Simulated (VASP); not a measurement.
# CdS (I-4m2) in VASP: notebook, part 2 of 2

VASP 6.6.1.

### 5 Single point, PBE

This run uses another cell than the first one, of the same volume but with other edges.

Contents of INCAR:

```
  PREC = Accurate
  ENCUT = 520
  EDIFF = 1E-7
  ISMEAR = 0
  SIGMA = 0.05
  LREAL = F
  LASPH = T
  NELM = 80
  ALGO = Normal
  ISIF = 2
  LWAVE = F
  LCHARG = F
  GGA = PE
  NBANDS = 16
```

Contents of KPOINTS:

```
Automatic mesh
0
Gamma
  10 10 10
```

Contents of POSCAR:

```
CdS
1.0
    0.0000000000      2.7384148440      3.2860978129
    2.7384148440      0.0000000000      3.2860978129
    2.7384148440      2.7384148440      0.0000000000
Cd S
1 1
Direct
    0.0000000000      0.0000000000      0.0000000000
    0.7500000000      0.7500000000      0.7500000000
```

Potentials or basis: VASP PAW PBE potentials, release 64 (Cd, S).

Run with:

```console
cat potpaw_PBE.64/Cd/POTCAR potpaw_PBE.64/S/POTCAR > POTCAR
mpirun -np 1 vasp_std > vasp.out
```

OUTCAR:

```text
PREC = Accurate
   ENCUT = 520
   EDIFF = 1E-7
   ISMEAR = 0
   LREAL = F
   LASPH = T
   NELM = 80
   ISIF = 2
   GGA = PE

 ion  position               nearest neighbor table
   1  0.000  0.000  0.000-   2 2.54   2 2.54   2 2.54   2 2.54
   2  0.750  0.750  0.750-   1 2.54   1 2.54   1 2.54   1 2.54

  LATTYP: Found a body centered tetragonal cell.
 ALAT       =     3.8727034118
 C/A-ratio  =     1.6970562749

  Lattice vectors:

 A1 = (  -2.7384148440,   0.0000000000,   3.2860978129)
 A2 = (   2.7384148440,   0.0000000000,   3.2860978129)
[... 624 lines left out ...]
      3      -6.0957      2.00000
      4      -6.0445      2.00000
      5      -5.9124      2.00000
      6      -5.8653      2.00000
[... 8 lines left out ...]
     15      14.3065      0.00000
     16      15.6318      0.00000

 [... further k-points ...]
[... 5 lines left out ...]
  --------------------------------------------------------------------------------------
  -------------------------------------------------------------------------------------
  Total        1.3143798      1.3143798     -0.1471284      0.0000000      0.0000000     -0.0000000
  in kB       42.7289777     42.7289777     -4.7829745      0.0000000      0.0000000     -0.0000000
  external PRESSURE =      26.8916603 kB  Pullay stress =       0.0000000 kB

 VOLUME and BASIS-vectors are now :
 -----------------------------------------------------------------------------
  energy-cutoff  :      520.00
  volume of cell :       49.28
      direct lattice vectors                 reciprocal lattice vectors
     0.000000000  2.738414844  3.286097813    -0.182587383  0.182587383  0.152156153
     2.738414844  0.000000000  3.286097813     0.182587383 -0.182587383  0.152156153
     2.738414844  2.738414844  0.000000000     0.182587383  0.182587383 -0.152156153

 POSITION                                       TOTAL-FORCE (eV/Angst)
 -----------------------------------------------------------------------------------
      0.00000      0.00000      0.00000        -0.000000     -0.000000      0.000000
      4.10762      4.10762      4.92915         0.000000      0.000000     -0.000000
 -----------------------------------------------------------------------------------
    total drift:                               -0.000001     -0.000001      0.000004

  FREE ENERGIE OF THE ION-ELECTRON SYSTEM (eV)
  ---------------------------------------------------
  free  energy   TOTEN  =        -6.0386599290 eV

  energy  without entropy=       -6.0386599290  energy(sigma->0) =       -6.03865993
```

OSZICAR:

```text
N       E                     dE             d eps       ncg     rms          rms(c)
DAV:   1     0.107922902391E+03    0.10792E+03   -0.90797E+03  3360   0.103E+03
DAV:   2    -0.242548784265E+01   -0.11035E+03   -0.10403E+03  4040   0.253E+02
DAV:   3    -0.658814660838E+01   -0.41627E+01   -0.41556E+01  4040   0.510E+01
DAV:   4    -0.661379714239E+01   -0.25651E-01   -0.25648E-01  4144   0.392E+00
DAV:   5    -0.661414341286E+01   -0.34627E-03   -0.34627E-03  4096   0.431E-01    0.795E+00
DAV:   6    -0.606100329283E+01    0.55314E+00   -0.86268E-01  4840   0.117E+01    0.641E+00
DAV:   7    -0.603885632736E+01    0.22147E-01   -0.20242E-01  4104   0.311E+00    0.318E+00
DAV:   8    -0.603861434357E+01    0.24198E-03   -0.19054E-02  3912   0.173E+00    0.309E-01
DAV:   9    -0.603847387537E+01    0.14047E-03   -0.20905E-03  3976   0.670E-01    0.650E-02
DAV:  10    -0.603859490049E+01   -0.12103E-03   -0.25409E-04  4080   0.154E-01    0.689E-02
DAV:  11    -0.603866678311E+01   -0.71883E-04   -0.12414E-04  3752   0.889E-02    0.243E-02
DAV:  12    -0.603865917349E+01    0.76096E-05   -0.23830E-05  4176   0.622E-02    0.101E-02
DAV:  13    -0.603866016090E+01   -0.98741E-06   -0.31473E-06  3808   0.108E-02    0.788E-03
DAV:  14    -0.603865993818E+01    0.22272E-06   -0.27217E-07  4472   0.315E-03    0.354E-03
DAV:  15    -0.603865992901E+01    0.91736E-08   -0.34970E-08  2648   0.126E-03
   1 F= -.60386599E+01 E0= -.60386599E+01  d E =-.100300E-16
```

Run time: 28 s. Hardware: 1 thread of Intel Xeon 6975P-C (Granite Rapids), shared host; peak memory 0.22 GiB.

Results:

```
Free energy            : -6.0387 eV
Pressure               : 2.7 GPa
Band gap on the k mesh : 0.82 eV, direct
```

Levels at points of the mesh, in eV from the valence-band top:
```csv
k point,band 6,band 7,band 8,band 9,band 10,band 11,band 12,band 13
"(0.00, 0.00, 0.00)",-7.46,-0.75,0.00,0.00,0.82,6.52,6.54,6.54
"(0.50, 0.00, 0.00)",-7.13,-4.53,-1.35,-0.52,2.48,6.51,7.38,7.63
"(0.50, 0.50, 0.00)",-7.31,-4.85,-1.53,-1.53,3.93,5.06,7.91,10.86
"(0.50, 0.00, 0.50)",-6.95,-3.72,-2.38,-2.09,3.14,3.70,9.13,9.46
```

### 6 Single point, PBE

This run uses another cell than the first one, of the same volume but with other edges.

Contents of INCAR:

```
SYSTEM = CdS
PREC = Accurate
ENCUT = 520
EDIFF = 1E-7
ISMEAR = 0
SIGMA = 0.05
LREAL = .False.
LASPH = .True.
NELM = 60
ALGO = Normal
ISIF = 2
LWAVE = .False.
LCHARG = .True.
GGA = PE
LELF = .True.
LVHAR = .True.
NBANDS = 16
```

Contents of KPOINTS:

```
Automatic mesh
0
Gamma
  10 10 10
  0 0 0
```

Contents of POSCAR:

```
CdS
1.0
    0.0000000000      3.1612690159      2.4657898324
    3.1612690159      0.0000000000      2.4657898324
    3.1612690159      3.1612690159      0.0000000000
Cd S
1 1
Direct
    0.0000000000      0.0000000000      0.0000000000
    0.7500000000      0.7500000000      0.7500000000
```

Potentials or basis: VASP PAW PBE potentials, release 64 (Cd, S).

Run with:

```console
cat potpaw_PBE.64/Cd/POTCAR potpaw_PBE.64/S/POTCAR > POTCAR
mpirun -np 1 vasp_std > vasp.out
```

OUTCAR:

```text
SYSTEM = CdS
   PREC = Accurate
   ENCUT = 520
   EDIFF = 1E-7
   ISMEAR = 0
   LREAL = .False.
   LASPH = .True.
   NELM = 60
   ISIF = 2
   GGA = PE

 ion  position               nearest neighbor table
   1  0.000  0.000  0.000-   2 2.55   2 2.55   2 2.55   2 2.55
   2  0.750  0.750  0.750-   1 2.55   1 2.55   1 2.55   1 2.55

  LATTYP: Found a body centered tetragonal cell.
 ALAT       =     4.4707095166
 C/A-ratio  =     1.1030865787

  Lattice vectors:

 A1 = (   0.0000000000,  -3.1612690159,  -2.4657898324)
 A2 = (   0.0000000000,   3.1612690159,  -2.4657898324)
 A3 = (   3.1612690159,   0.0000000000,   2.4657898324)

Analysis of symmetry for initial positions (statically):
=====================================================================
 Subroutine PRICEL returns:
 Original cell was already a primitive cell.

 Routine SETGRP: Setting up the symmetry group for a
 body centered tetragonal supercell.

 Subroutine GETGRP returns: Found  8 space group operations
 (whereof  8 operations were pure point group operations)
 out of a pool of 16 trial point group operations.

The static configuration has the point symmetry D_2d.

Analysis of symmetry for dynamics (positions and initial velocities):
=====================================================================
 Subroutine PRICEL returns:
 Original cell was already a primitive cell.

 Routine SETGRP: Setting up the symmetry group for a
 body centered tetragonal supercell.

 Subroutine GETGRP returns: Found  8 space group operations
 (whereof  8 operations were pure point group operations)
 out of a pool of 16 trial point group operations.

The dynamic configuration has the point symmetry D_2d.

 Subroutine INISYM returns: Found  8 space group operations
 (whereof  8 operations are pure point group operations),
 and found     1 'primitive' translations

----------------------------------------------------------------------------------------
[... 107 lines left out ...]
   EFERMI =   0.00;   METHOD = LEGACY
   ISMEAR =     0;   SIGMA  =   0.05  broadening in eV -4-tet -1-fermi 0-gaus
   EFERMI_NEDOS =   21; number of points for ismear=-14 and -15
   IALGO  =     38    algorithm
   IMIX   =      4    mixing-type and parameters
     AMIX     =   0.40;   BMIX     =  1.00
     AMIX_MAG =   1.60;   BMIX_MAG =  1.00
  volume/ion in A,a.u.               =      24.64       166.29
  Fermi-wavevector in a.u.,A,eV,Ry     =   1.170207  2.211371 18.631605  1.369384
  Thomas-Fermi vector in A             =   2.306669
   LORBIT       =      0    0 simple, 1 ext, 2 COOP (PROOUT), +10 PAW based schemes
   GGA     = PE    functional components
   LHFCALC =     F    Hartree Fock is set to
   AEXX    =    0.0000 exact exchange contribution
   IVDW    =     0    specifies the selected vdW correction
   LEPSILON=     F    determine dielectric tensor
   LRPA    =     F    only Hartree local field effects (RPA)
 non-spin polarized calculation
 Gauss-broadening in eV      SIGMA  =   0.05
  energy-cutoff  :      520.00
  volume of cell :       49.28
 maximum number of plane-waves:      1349
 NGX is ok and might be reduce to    30

 number of electron      18.0000004 magnetization

 Free energy of the ion-electron system (eV)
  ---------------------------------------------------
  ext. energy  EPLUGINS =         0.00000000
  ---------------------------------------------------
  free energy    TOTEN  =        -6.04601001 eV

  energy without entropy =       -6.04601001  energy(sigma->0) =       -6.04601001

 E-fermi :   1.8389     XC(G=0):  -9.2415

 val. band max:        1.5791412364   @ k =   0.0000   0.0000   0.0000
 cond. band min:       2.3693987593   @ k =   0.0000   0.0000   0.0000
 fundamental gap:      0.7902575229
 Fermi energy:         1.8389361362

 k-point     1 :       0.0000    0.0000    0.0000
  band No.  band energies     occupation
      1     -10.9457      2.00000
      2      -6.3523      2.00000
      3      -6.3523      2.00000
      4      -6.2568      2.00000
      5      -5.9719      2.00000
      6      -5.8788      2.00000
[... 433 lines left out ...]
      3      -6.1311      2.00000
      4      -6.1122      2.00000
      5      -5.8305      2.00000
      6      -5.4962      2.00000
[... 8 lines left out ...]
     15      13.2212      0.00000
     16      16.0039      0.00000

 [... further k-points ...]
[... 5 lines left out ...]
  --------------------------------------------------------------------------------------
  -------------------------------------------------------------------------------------
  Total        0.3201412      0.3201412      1.0566298      0.0000000      0.0000000      0.0000000
  in kB       10.4074212     10.4074212     34.3498201      0.0000000      0.0000000      0.0000000
  external PRESSURE =      18.3882209 kB  Pullay stress =       0.0000000 kB

 VOLUME and BASIS-vectors are now :
 -----------------------------------------------------------------------------
  energy-cutoff  :      520.00
  volume of cell :       49.28
      direct lattice vectors                 reciprocal lattice vectors
     0.000000000  3.161269016  2.465789832    -0.158164331  0.158164331  0.202774784
     3.161269016  0.000000000  2.465789832     0.158164331 -0.158164331  0.202774784
     3.161269016  3.161269016  0.000000000     0.158164331  0.158164331 -0.202774784

 POSITION                                       TOTAL-FORCE (eV/Angst)
 -----------------------------------------------------------------------------------
      0.00000      0.00000      0.00000        -0.000000     -0.000000     -0.000000
      4.74190      4.74190      3.69868         0.000000      0.000000      0.000000
 -----------------------------------------------------------------------------------
    total drift:                                0.000001      0.000001      0.000003

  FREE ENERGIE OF THE ION-ELECTRON SYSTEM (eV)
  ---------------------------------------------------
  free  energy   TOTEN  =        -6.0460100084 eV

  energy  without entropy=       -6.0460100084  energy(sigma->0) =       -6.04601001
```

Wall time 35 s (1 thread of Intel Xeon 6975P-C (Granite Rapids), shared host); peak memory 0.22 GiB.

What came out:

- Free energy: -6.0460 eV
- Pressure: 1.8 GPa
- Band gap on the k mesh: 0.79 eV, direct

### 7 Summary

| cell | gap on the mesh (eV) | pressure (GPa) |
| --- | --- | --- |
| a = 4.000, b = 4.000, c = 4.620 Å, angles 54.7, 54.7, 70.5°, 2 atoms | 0.63 | 0.3 |
| a = 4.490, b = 4.490, c = 3.667 Å, angles 65.9, 65.9, 48.2°, 2 atoms | - | 0.6 |
| a = 4.032, b = 4.032, c = 4.344 Å, angles 57.4, 57.4, 65.2°, 2 atoms | 0.90 | 2.9 |
| a = 4.278, b = 4.278, c = 3.873 Å, angles 63.1, 63.1, 53.8°, 2 atoms | 0.82 | 2.7 |
| a = 4.009, b = 4.009, c = 4.471 Å, angles 56.1, 56.1, 67.8°, 2 atoms | 0.79 | 1.8 |

Alike in all rows: task single point; level PBE; potentials or basis VASP PAW PBE potentials, release 64 (Cd, S); no spin polarisation; k mesh 10 × 10 × 10; cutoff (eV) 520; smearing gaussian 0.05 eV.

Absolute energies hang on the potentials; compare differences alone.
